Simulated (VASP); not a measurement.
# Mo (P6/mmm) in VASP: a series of runs

Runs on Mo. Level: LDA. Tasks: single point.

All numbers are computed with VASP 6.6.1; they aren't measurements. Logs are shortened: lines on timing, memory, paths and dates and some standing lists are left out, and cuts for length are marked.

### 1 The cell of the first run

Symmetry: P6/mmm, No. 191, hexagonal system. The conventional cell has a = 2.872 Å, b = 2.872 Å, c = 2.555 Å, α = 90.00°, β = 90.00°, γ = 120.00°. Within 3.4 Å of Mo (site symmetry 6/mmm) lie 8 Mo at 2.56 to 2.87 Å.

This isn't the form of Mo at room conditions, which is bcc.

### 2 Single point, LDA (strain +0.0500 x Voigt [1, 1, 0, 0, 0, 0])

INCAR reads:

```
SYSTEM = Mo
  ALGO = Normal
  EDIFF = 1E-7
  ENCUT = 520
  GGA = CA
  ISIF = 2
  ISMEAR = 0
  LASPH = .TRUE.
  LCHARG = .FALSE.
  LREAL = .FALSE.
  LWAVE = .FALSE.
  NBANDS = 13
  NELM = 100
  PREC = Accurate
  SIGMA = 0.15
```

KPOINTS reads:

```
k-points
0
G
  18 18 18
  0 0 0
```

POSCAR reads:

```
Mo
1.0
    2.8722859171      0.0000000000      0.0000000000
   -1.4361429585      2.4874725711      0.0000000000
    0.0000000000      0.0000000000      2.5551807000
Mo
1
Direct
    0.0000000000      0.0000000000      0.5000000000
```

Potentials or basis: VASP PAW LDA potentials, release 64 (Mo_sv).

Launch:

```
$ cat potpaw_LDA.64/Mo_sv/POTCAR > POTCAR
$ mpirun -np 1 vasp_std > vasp.out
```

OUTCAR:

```text
SYSTEM = Mo
   EDIFF = 1E-7
   ENCUT = 520
   GGA = CA
   ISIF = 2
   ISMEAR = 0
   LASPH = .TRUE.
   LREAL = .FALSE.
   NELM = 100
   PREC = Accurate

 ion  position               nearest neighbor table
   1  0.000  0.000  0.500-

  LATTYP: Found a hexagonal cell.
 ALAT       =     2.8722859171
 C/A-ratio  =     0.8895983108

  Lattice vectors:

 A1 = (   2.8722859171,   0.0000000000,   0.0000000000)
 A2 = (  -1.4361429585,   2.4874725711,   0.0000000000)
 A3 = (   0.0000000000,   0.0000000000,   2.5551807000)

Analysis of symmetry for initial positions (statically):
=====================================================================
 Subroutine PRICEL returns:
 Original cell was already a primitive cell.

 Routine SETGRP: Setting up the symmetry group for a
 hexagonal supercell.

 Subroutine GETGRP returns: Found 24 space group operations
 (whereof 24 operations were pure point group operations)
 out of a pool of 24 trial point group operations.

The static configuration has the point symmetry D_6h.

Analysis of symmetry for dynamics (positions and initial velocities):
=====================================================================
 Subroutine PRICEL returns:
 Original cell was already a primitive cell.

 Routine SETGRP: Setting up the symmetry group for a
 hexagonal supercell.

 Subroutine GETGRP returns: Found 24 space group operations
 (whereof 24 operations were pure point group operations)
 out of a pool of 24 trial point group operations.

The dynamic configuration has the point symmetry D_6h.

 Subroutine INISYM returns: Found 24 space group operations
 (whereof 24 operations are pure point group operations),
 and found     1 'primitive' translations

----------------------------------------------------------------------------------------

                                     Primitive cell

  volume of cell :      18.2561

  direct lattice vectors                    reciprocal lattice vectors
     2.872285917  0.000000000  0.000000000     0.348154755  0.201007242  0.000000000
    -1.436142959  2.487472571  0.000000000     0.000000000  0.402014483  0.000000000
     0.000000000  0.000000000  2.555180700     0.000000000  0.000000000  0.391361754

  length of vectors
     2.872285917  2.872285917  2.555180700     0.402014483  0.402014483  0.391361754

  position of ions in fractional coordinates (direct lattice)
     0.000000000  0.000000000  0.500000000

  ion indices of the primitive-cell ions
   primitive index   ion index
                 1           1

----------------------------------------------------------------------------------------

 KPOINTS: k-points

Automatic generation of k-mesh.
 Grid dimensions read from file:
 generate k-points for:   18   18   18

 Generating k-lattice:

  Cartesian coordinates                     Fractional coordinates (reciprocal lattice)
     0.019341931  0.011167069  0.000000000     0.055555556  0.000000000  0.000000000
     0.000000000  0.022334138  0.000000000     0.000000000  0.055555556  0.000000000
     0.000000000  0.000000000  0.021742320     0.000000000  0.000000000  0.055555556

  Length of vectors
     0.022334138  0.022334138  0.021742320

  Shift w.r.t. Gamma in fractional coordinates (k-lattice)
     0.000000000  0.000000000  0.000000000

 Subroutine IBZKPT returns following result:
 ===========================================

 Found    370 irreducible k-points:

 Following reciprocal coordinates:
            Coordinates               Weight
  0.000000  0.000000  0.000000      1.000000
  0.055556  0.000000  0.000000      6.000000
  0.111111  0.000000  0.000000      6.000000
  0.166667 -0.000000  0.000000      6.000000
  0.222222  0.000000  0.000000      6.000000
  0.277778  0.000000  0.000000      6.000000
[... 16 lines left out ...]
  0.333333  0.111111  0.000000     12.000000
  0.388889  0.111111  0.000000     12.000000
 [... further k-points ...]
   k-points           NKPTS =    370   k-points in BZ     NKDIM =    370   number of bands    NBANDS=     13
   number of dos      NEDOS =    301   number of ions     NIONS =      1
   total plane-waves  NPLWV =  11520
   dimension x,y,z NGX =    24 NGY =   24 NGZ =   20
   dimension x,y,z NGXF=    48 NGYF=   48 NGZF=   40
   ions per type =               1
   NGX,Y,Z   is equivalent  to a cutoff of  13.89, 13.89, 13.01 a.u.
   NGXF,Y,Z  is equivalent  to a cutoff of  27.78, 27.78, 26.02 a.u.
 SYSTEM =  Mo
   PREC   = accura    normal or accurate (medium, high low for compatibility)
   ISTART =      0    job   : 0-new  1-cont  2-samecut
   ICHARG =      2    charge: 1-file 2-atom 10-const
   ISPIN  =      1    spin polarized calculation?
   LNONCOLLINEAR =      F non collinear calculations
   LSORBIT =      F    spin-orbit coupling
   LASPH  =      T    aspherical Exc in radial PAW
   ENCUT  =  520.0 eV  38.22 Ry    6.18 a.u.   5.34  5.34  4.75*2*pi/ulx,y,z
   NELM   =    100;   NELMIN=  2; NELMDL= -5     # of ELM steps
   EDIFF  = 0.1E-06   stopping-criterion for ELM
   LREAL  =      F    real-space projection
   EDIFFG = 0.1E-05   stopping-criterion for IOM
   NSW    =      0    number of steps for IOM
   IBRION =     -1    ionic relax: 0-MD 1-quasi-New 2-CG
   NFREE  =      0    steps in history (QN), initial steepest desc. (CG)
   ISIF   =      2    stress and relaxation
   ISYM   =      2    0-nonsym 1-usesym 2-fastsym
   POTIM  = 0.5000    time-step for ionic-motion
   TEBEG  =    0.0;   TEEND  =   0.0 temperature during run
   PSTRESS=    0.0 pullay stress
   NELECT =      14.0000    total number of electrons
   NUPDOWN=      -1.0000    fix difference up-down
   EMIN   =  10.00;   EMAX   =-10.00  energy-range for DOS
   EFERMI =   0.00;   METHOD = LEGACY
   ISMEAR =     0;   SIGMA  =   0.15  broadening in eV -4-tet -1-fermi 0-gaus
   EFERMI_NEDOS =   21; number of points for ismear=-14 and -15
   IALGO  =     38    algorithm
   IMIX   =      4    mixing-type and parameters
     AMIX     =   0.40;   BMIX     =  1.00
     AMIX_MAG =   1.60;   BMIX_MAG =  1.00
  volume/ion in A,a.u.               =      18.26       123.20
  Fermi-wavevector in a.u.,A,eV,Ry     =   1.498471  2.831699 30.550726  2.245415
  Thomas-Fermi vector in A             =   2.610226
   LORBIT       =      0    0 simple, 1 ext, 2 COOP (PROOUT), +10 PAW based schemes
   GGA     = CA    functional components
   LHFCALC =     F    Hartree Fock is set to
   AEXX    =    0.0000 exact exchange contribution
   IVDW    =     0    specifies the selected vdW correction
   LEPSILON=     F    determine dielectric tensor
   LRPA    =     F    only Hartree local field effects (RPA)
 non-spin polarized calculation
 Gauss-broadening in eV      SIGMA  =   0.15
  energy-cutoff  :      520.00
  volume of cell :       18.26
 maximum number of plane-waves:       514
 NGX is ok and might be reduce to    24
   NGX = 11   NGY = 11   NGZ =  9

 number of electron      13.9999997 magnetization

 Free energy of the ion-electron system (eV)
  ---------------------------------------------------
  ext. energy  EPLUGINS =         0.00000000
  ---------------------------------------------------
  free energy    TOTEN  =       -11.06391541 eV

  energy without entropy =      -11.05007037  energy(sigma->0) =      -11.05699289

 E-fermi :   9.8852     XC(G=0): -12.6637

 val. band max:        9.8818809904   @ k =   0.1111   0.0556   0.1111
 cond. band min:       9.8881995417   @ k =   0.2222   0.1111   0.5000
 fundamental gap:      0.0063185513
 Fermi energy:         9.8851654887

 k-point     1 :       0.0000    0.0000    0.0000
  band No.  band energies     occupation
      1     -50.7136      2.00000
      2     -24.4259      2.00000
      3     -24.4259      2.00000
      4     -24.1061      2.00000
      5       3.5580      2.00000
      6       6.0603      2.00000
      7       9.1417      2.00000
      8       9.1417      2.00000
      9      13.7240      0.00000
     10      13.7240      0.00000
     11      22.5834      0.00000
     12      26.1494      0.00000
     13      28.7190      0.00000

 k-point     2 :       0.0556    0.0000    0.0000
  band No.  band energies     occupation
      1     -50.7097      2.00000
      2     -24.4543      2.00000
      3     -24.4324      2.00000
      4     -24.1034      2.00000
      5       3.6634      2.00000
      6       6.0983      2.00000
      7       9.0429      2.00000
      8       9.2348      2.00000
      9      13.6339      0.00000
     10      13.7083      0.00000
     11      22.8092      0.00000
     12      26.3455      0.00000
     13      28.1907      0.00000

 k-point     3 :       0.1111    0.0000    0.0000
  band No.  band energies     occupation
      1     -50.6987      2.00000
      2     -24.5353      2.00000
      3     -24.4509      2.00000
      4     -24.0955      2.00000
      5       3.9661      2.00000
      6       6.2091      2.00000
      7       8.7851      2.00000
      8       9.5101      1.99959
      9      13.3857      0.00000
     10      13.6637      0.00000
     11      23.4084      0.00000
     12      26.9057      0.00000
     13      27.0545      0.00000
[... 305 lines left out ...]
 k-point    23 :       0.3333    0.1111    0.0000
  band No.  band energies     occupation
      1     -50.5951      2.00000
      2     -25.2000      2.00000
      3     -24.6737      2.00000
      4     -24.0225      2.00000
      5       6.0962      2.00000
      6       6.7632      2.00000
      7       9.1620      2.00000
      8      11.7113      0.00000
      9      13.1105      0.00000
     10      13.4017      0.00000
     11      19.4410      0.00000
     12      22.0169      0.00000
     13      27.6774      0.00000

 k-point    24 :       0.3889    0.1111    0.0000
  band No.  band energies     occupation
      1     -50.5844      2.00000
      2     -25.2645      2.00000
      3     -24.6967      2.00000
      4     -24.0150      2.00000
      5       6.0471      2.00000
      6       6.8372      2.00000
      7       9.7678      1.73158
      8      11.5725      0.00000
      9      13.0548      0.00000
     10      14.0416      0.00000
     11      18.5271      0.00000
     12      21.4035      0.00000
     13      27.3285      0.00000

 [... further k-points ...]
[... 5 lines left out ...]
  --------------------------------------------------------------------------------------
  -------------------------------------------------------------------------------------
  Total       -2.7460132     -2.7460132     -2.4587123     -0.0000000      0.0000000      0.0000000
  in kB     -240.9936620   -240.9936619   -215.7797643     -0.0000000      0.0000000      0.0000000
  external PRESSURE =    -232.5890294 kB  Pullay stress =       0.0000000 kB

 VOLUME and BASIS-vectors are now :
 -----------------------------------------------------------------------------
  energy-cutoff  :      520.00
  volume of cell :       18.26
      direct lattice vectors                 reciprocal lattice vectors
     2.872285917  0.000000000  0.000000000     0.348154755  0.201007242  0.000000000
    -1.436142959  2.487472571  0.000000000     0.000000000  0.402014483  0.000000000
     0.000000000  0.000000000  2.555180700     0.000000000  0.000000000  0.391361754

 POSITION                                       TOTAL-FORCE (eV/Angst)
 -----------------------------------------------------------------------------------
      0.00000      0.00000      1.27759         0.000000      0.000000      0.000000
 -----------------------------------------------------------------------------------
    total drift:                                0.000000      0.000000     -0.000000

  FREE ENERGIE OF THE ION-ELECTRON SYSTEM (eV)
  ---------------------------------------------------
  free  energy   TOTEN  =       -11.0639154065 eV

  energy  without entropy=      -11.0500703656  energy(sigma->0) =      -11.05699289
```

It took 93 s on 1 thread of Intel Xeon 8259CL, shared host; peak memory 0.19 GiB.

What came out:

- Free energy: -11.0639 eV
- Pressure: -23.3 GPa
- Band gap on the k mesh: zero (bands 7 and 8 overlap by 1.53 eV)

Levels at points of the mesh, in eV from the Fermi level:
| k point | band 4 | band 5 | band 6 | band 7 | band 8 | band 9 | band 10 | band 11 |
| --- | --- | --- | --- | --- | --- | --- | --- | --- |
| (0.00, 0.00, 0.00) | -33.99 | -6.33 | -3.82 | -0.74 | -0.74 | 3.84 | 3.84 | 12.70 |
| (0.50, 0.00, 0.00) | -33.90 | -4.24 | -3.05 | 0.78 | 1.56 | 3.35 | 3.63 | 8.56 |
| (0.00, 0.00, 0.50) | -34.14 | -3.10 | 0.15 | 0.15 | 0.32 | 0.32 | 0.50 | 9.96 |
| (0.50, 0.00, 0.50) | -34.34 | -4.63 | -2.58 | -0.69 | 4.03 | 5.62 | 6.41 | 6.62 |

Caveat: the cell differs from its parent crystal (strain +0.0500 x Voigt [1, 1, 0, 0, 0, 0]); the cell stands under tension.

### 3 Single point, LDA (strain +0.0750 x Voigt [1, 1, 0, 0, 0, 0])

INCAR reads:

```
SYSTEM = Mo
PREC = Accurate ; ENCUT = 520
EDIFF = 1E-6 ; ISMEAR = 0
SIGMA = 0.15 ; LREAL = .FALSE.
LASPH = .TRUE. ; NELM = 80
ALGO = Normal ; ISIF = 2
LWAVE = .FALSE. ; LCHARG = .FALSE.
NBANDS = 13
```

KPOINTS reads:

```
regular mesh
0
G
  18 18 18
  0 0 0
```

POSCAR reads:

```
Mo
1.0
    2.9406736770      0.0000000000      0.0000000000
   -1.4703368385      2.5466981085      0.0000000000
    0.0000000000      0.0000000000      2.5551807000
Mo
1
Direct
    0.0000000000      0.0000000000      0.5000000000
```

Potentials or basis: VASP PAW LDA potentials, release 64 (Mo_sv).

Launch:

```
$ cat potpaw_LDA.64/Mo_sv/POTCAR > POTCAR
$ mpirun -np 1 vasp_std > vasp.out
```

Wall time 96 s (1 thread of Intel Xeon 8259CL, shared host); peak memory 0.19 GiB.

The run converged. Its results:

- Free energy: -10.9164 eV
- Pressure: -28.3 GPa
- Band gap on the k mesh: zero (bands 7 and 8 overlap by 1.35 eV)

Stress tensor (GPa, compression positive):
```
-29.36   0.00   0.00
  0.00 -29.36   0.00
  0.00   0.00 -26.12
```

Levels at points of the mesh, in eV from the Fermi level:
| k point | band 5 | band 6 | band 7 | band 8 | band 9 | band 10 |
| --- | --- | --- | --- | --- | --- | --- |
| (0.00, 0.00, 0.00) | -6.12 | -3.65 | -0.70 | -0.70 | 3.72 | 3.72 |
| (0.50, 0.00, 0.00) | -3.97 | -3.03 | 0.65 | 1.78 | 3.27 | 3.30 |
| (0.00, 0.00, 0.50) | -2.82 | 0.12 | 0.12 | 0.22 | 0.22 | 0.69 |
| (0.50, 0.00, 0.50) | -4.34 | -2.25 | -0.79 | 3.70 | 5.38 | 6.38 |

Caveat: the cell differs from its parent crystal (strain +0.0750 x Voigt [1, 1, 0, 0, 0, 0]); the cell stands under tension.

[end of part 1 of 2]
